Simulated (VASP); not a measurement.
# TiC (I4/mmm) in VASP: a series of runs, part 2 of 2

VASP 6.6.1. Earlier steps stand in the parts before.

### Step 4. Single point, PBEsol

This run uses another cell than the first one, of the same volume but with other edges.

The input, INCAR:

```
  PREC = Accurate
  ENCUT = 520
  EDIFF = 1E-6
  ISMEAR = 1
  SIGMA = 0.1
  LREAL = F
  LASPH = T
  NELM = 100
  ALGO = Normal
  ISIF = 2
  LWAVE = F
  LCHARG = F
  GGA = PS
  NBANDS = 15
```

The input, KPOINTS:

```
Automatic mesh
0
Gamma
  20 20 20
```

The input, POSCAR:

```
TiC
1.0
    0.0000000000      1.8904281257      2.8356421885
    1.8904281257      0.0000000000      2.8356421885
    1.8904281257      1.8904281257      0.0000000000
Ti C
1 1
Direct
    0.0000000000      0.0000000000      0.0000000000
    0.5000000000      0.5000000000      0.5000000000
```

Potentials or basis: VASP PAW PBE potentials, release 64 (Ti_sv, C).

Started as:

```bash
$ cat potpaw_PBE.64/Ti_sv/POTCAR potpaw_PBE.64/C/POTCAR > POTCAR
$ mpirun -np 1 vasp_std > vasp.out
```

OUTCAR:

```text
PREC = Accurate
   ENCUT = 520
   EDIFF = 1E-6
   ISMEAR = 1
   LREAL = F
   LASPH = T
   NELM = 100
   ISIF = 2
   GGA = PS

 ion  position               nearest neighbor table
   1  0.000  0.000  0.000-   2 1.89   2 1.89   2 1.89   2 1.89
   2  0.500  0.500  0.500-   1 1.89   1 1.89   1 1.89   1 1.89

  LATTYP: Found a body centered tetragonal cell.
 ALAT       =     2.6734690941
 C/A-ratio  =     2.1213203435

  Lattice vectors:

 A1 = (  -1.8904281257,   0.0000000000,   2.8356421885)
 A2 = (   1.8904281257,   0.0000000000,   2.8356421885)
 A3 = (   0.0000000000,   1.8904281257,  -2.8356421885)

Analysis of symmetry for initial positions (statically):
=====================================================================
 Subroutine PRICEL returns:
 Original cell was already a primitive cell.

 Routine SETGRP: Setting up the symmetry group for a
 body centered tetragonal supercell.

 Subroutine GETGRP returns: Found 16 space group operations
 (whereof 16 operations were pure point group operations)
 out of a pool of 16 trial point group operations.

The static configuration has the point symmetry D_4h.

[... 174 lines left out ...]
      5      -3.1140      2.00000
      6       7.9888      2.00000
      7       8.1769      2.00000
      8       9.4918     -0.05938
      9      11.5975      0.00000
     10      11.5975      0.00000
     11      11.7790      0.00000
     12      11.7790      0.00000
     13      12.5281      0.00000
     14      21.3730      0.00000
[... 401 lines left out ...]
      2     -23.4708      2.00000
      3     -23.1085      2.00000
      4     -22.3963      2.00000
      5       0.2950      2.00000
      6       4.3973      2.00000
      7       5.4178      2.00000
      8       6.1069      2.00000
      9      11.2095     -0.00000
     10      12.4603      0.00000
     11      14.2271      0.00000
     12      15.5803      0.00000
     13      17.2494      0.00000
     14      21.2016      0.00000
     15      23.8739      0.00000

 [... further k-points ...]

------------------------ aborting loop because EDIFF is reached ----------------------------------------

  FORCE on cell =-STRESS in cart. coord.  units (eV):
  Direction    XX          YY          ZZ          XY          YZ          ZX
  --------------------------------------------------------------------------------------
  -------------------------------------------------------------------------------------
  Total       14.3529140     14.3529140     -4.0911738      0.0000000      0.0000000     -0.0000000
  in kB     1134.6159937   1134.6159937   -323.4124624      0.0000000      0.0000000     -0.0000000
  external PRESSURE =     648.6065084 kB  Pullay stress =       0.0000000 kB

 VOLUME and BASIS-vectors are now :
 -----------------------------------------------------------------------------
  energy-cutoff  :      520.00
  volume of cell :       20.27
      direct lattice vectors                 reciprocal lattice vectors
     0.000000000  1.890428126  2.835642189    -0.264490352  0.264490352  0.176326901
     1.890428126  0.000000000  2.835642189     0.264490352 -0.264490352  0.176326901
     1.890428126  1.890428126  0.000000000     0.264490352  0.264490352 -0.176326901

 POSITION                                       TOTAL-FORCE (eV/Angst)
 -----------------------------------------------------------------------------------
      0.00000      0.00000      0.00000         0.000000      0.000000     -0.000000
      1.89043      1.89043      2.83564        -0.000000     -0.000000      0.000000
 -----------------------------------------------------------------------------------
    total drift:                               -0.000000      0.000000      0.000000

  FREE ENERGIE OF THE ION-ELECTRON SYSTEM (eV)
  ---------------------------------------------------
  free  energy   TOTEN  =       -17.3820312529 eV

  energy  without entropy=      -17.3821519581  energy(sigma->0) =      -17.38207149
```

OSZICAR:

```text
N       E                     dE             d eps       ncg     rms          rms(c)
DAV:   1     0.125625101460E+03    0.12563E+03   -0.80205E+03 19274   0.128E+03
DAV:   2    -0.144916915795E+02   -0.14012E+03   -0.12968E+03 20896   0.336E+02
DAV:   3    -0.226003440892E+02   -0.81087E+01   -0.79623E+01 23709   0.808E+01
DAV:   4    -0.229020196044E+02   -0.30168E+00   -0.30137E+00 25179   0.139E+01
DAV:   5    -0.229104578397E+02   -0.84382E-02   -0.84380E-02 24438   0.195E+00    0.252E+01
DAV:   6    -0.177375371892E+02    0.51729E+01   -0.11509E+01 27283   0.564E+01    0.683E+00
DAV:   7    -0.174086392525E+02    0.32890E+00   -0.16505E+00 20524   0.187E+01    0.722E+00
DAV:   8    -0.173757790984E+02    0.32860E-01   -0.17300E-01 24095   0.502E+00    0.144E+00
DAV:   9    -0.173809686842E+02   -0.51896E-02   -0.30669E-02 24305   0.146E+00    0.338E-01
DAV:  10    -0.173821622890E+02   -0.11936E-02   -0.43979E-03 25780   0.582E-01    0.263E-01
DAV:  11    -0.173820367011E+02    0.12559E-03   -0.14290E-04 22060   0.135E-01    0.643E-02
DAV:  12    -0.173820306005E+02    0.61006E-05   -0.35348E-05 20896   0.688E-02    0.792E-03
DAV:  13    -0.173820312529E+02   -0.65243E-06   -0.16458E-06 18750   0.137E-02
   1 F= -.17382031E+02 E0= -.17382071E+02  d E =0.120705E-03
```

stdout:

```text
POSCAR found type information on POSCAR TiC
 POSCAR found :  2 types and       2 ions
 scaLAPACK will be used
 -----------------------------------------------------------------------------
|                                                                             |
|                                                                             |
|     You enforced a specific xc type in the INCAR file but a different       |
|     I HOPE YOU KNOW WHAT YOU ARE DOING!                                     |
|                                                                             |
 -----------------------------------------------------------------------------

 LDA part: xc-table for (Slater+PW92), standard interpolation
 POSCAR, INCAR and KPOINTS ok, starting setup
 FFT: planning ... GRIDC
 FFT: planning ... GRID_SOFT
 FFT: planning ... GRID
 WAVECAR not read
 entering main loop
```

Wall time 5.3 min (1 thread of Intel Xeon 8259CL, shared host); peak memory 0.31 GiB.

Results:

| Item | Value |
| --- | --- |
| Free energy | -17.3820 eV |
| Pressure | 64.9 GPa |
| Band gap on the k mesh | zero (bands 8 and 9 overlap by 2.71 eV) |

Caveat: the stress differs along the axes, from -32 to 113 GPa; the PAW data sets were made with another functional, which shifts forces and pressure a little.

### Step 5. Overview

```tsv
cell	gap on the mesh (eV)	pressure (GPa)
a = 3.116, b = 3.116, c = 2.965 Å, angles 61.6, 61.6, 56.8°, 2 atoms	none	-1.7
a = 2.980, b = 2.980, c = 3.533 Å, angles 53.6, 53.6, 72.7°, 2 atoms	none	71.7
a = 3.408, b = 3.408, c = 2.673 Å, angles 66.9, 66.9, 46.2°, 2 atoms	none	64.9
```

Alike in all rows: task single point; level PBEsol; potentials or basis VASP PAW PBE potentials, release 64 (Ti_sv, C); no spin polarisation; k mesh 20 × 20 × 20; cutoff (eV) 520; smearing methfessel-paxton 0.1 eV.

Caveats: the PAW data sets were made with another functional, which shifts forces and pressure a little; the stress differs along the axes, from -24 to 9 GPa (at least some runs); the stress differs along the axes, from -25 to 266 GPa (at least some runs); the stress differs along the axes, from -32 to 113 GPa (at least some runs).

Total energies depend on the potentials used, so only differences within one code and one set of settings carry meaning.
